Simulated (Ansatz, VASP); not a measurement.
Si in VASP and in Ansatz

The input INCAR:

```
SYSTEM = Si
PREC     = Accurate       ! precision mode
ENCUT    = 520            ! plane-wave cutoff, eV
EDIFF    = 1E-6           ! SCF threshold, eV
ISMEAR   = 0              ! smearing method
SIGMA    = 0.1            ! smearing width, eV
LREAL    = .FALSE.        ! projectors in reciprocal space
LASPH    = .TRUE.         ! aspherical terms in the spheres
NELM     = 100            ! most SCF steps
ALGO     = Normal         ! electronic algorithm
ISIF     = 2              ! what is computed and relaxed
LWAVE    = .FALSE.        ! write WAVECAR
LCHARG   = .FALSE.        ! write CHGCAR
LDIPOL   = .TRUE.       
IDIPOL   = 3            
DIPOL    = 0.5 0.5 0.385
GGA      = PE             ! functional
IVDW     = 12             ! dispersion correction
NBANDS   = 16             ! bands
```

Contents of KPOINTS:

```
Automatic mesh
0
G
  9 9 1
  0 0 0
```

File POSCAR:

```
Si
1.0
    3.8472023583      0.0000000000      0.0000000000
   -1.9236011792      3.3317749758      0.0000000000
    0.0000000000      0.0000000000     18.4446971468
Si
4
Direct
    0.3333333333      0.6666666667      0.2695814702
    0.6666666667      0.3333333333      0.2439725610
    0.1666666667      1.3333333333      0.5256089091
    0.5000000000      1.0000000000      0.5000000000
```

Input for Ansatz:

```yaml
crystal:
  lattice:
    - [3.8472023583, 0.0, 0.0]
    - [-1.9236011791, 3.3317749758, 0.0]
    - [0.0, 0.0, 18.4446971457]
  atoms:
    - { symbol: Si, position: [0.3333333333, 0.6666666667, 0.2695814701] }
    - { symbol: Si, position: [0.6666666667, 0.3333333333, 0.243972561] }
    - { symbol: Si, position: [0.1666666667, 1.3333333333, 0.5256089091] }
    - { symbol: Si, position: [0.5, 1.0, 0.5] }
basis:
  ecutwfc: 420
kpoints:
  mp_grid: { grid: [9, 9, 1] }
hamiltonian:
  xc: pbe
  dispersion: d3bj
scf:
  occupations: { method: gaussian, width: 0.1 }
output:
  forces: true
  eigenvalues: true
  write_density: true
  write_potential: true
  elf: true
  volumetric_format: npy
efield:
  axis: 3
  dipole_correction: true
  ramp_width: 0.04
```

Alike in both runs: task single point; functional PBE; dispersion D3(BJ); k mesh 9 × 9 × 1; occupations gaussian, width 0.1 eV; no spin polarisation.

|  | VASP | Ansatz |
| --- | --- | --- |
| version | VASP 6.6.1 | Ansatz 0.2.0 |
| potentials or method | VASP PAW PBE potentials, release 64 (Si), cutoff 520 eV | scalar-relativistic, plane waves, PAW |
| valence electrons in the cell | 16 | 16 |

```csv
,VASP,Ansatz,Ansatz less VASP
gap on the k mesh at the Fermi level (eV),0.24,0.24,0.000
least direct gap on the mesh (eV),0.24,0.24,0.000
rms of the force components (eV/Å),0.054,0.056,+0.0019
```

Atom by atom the forces differ by 0.004 eV/Å (rms over components). Ansatz's warnings: xc potential rough in thin density.
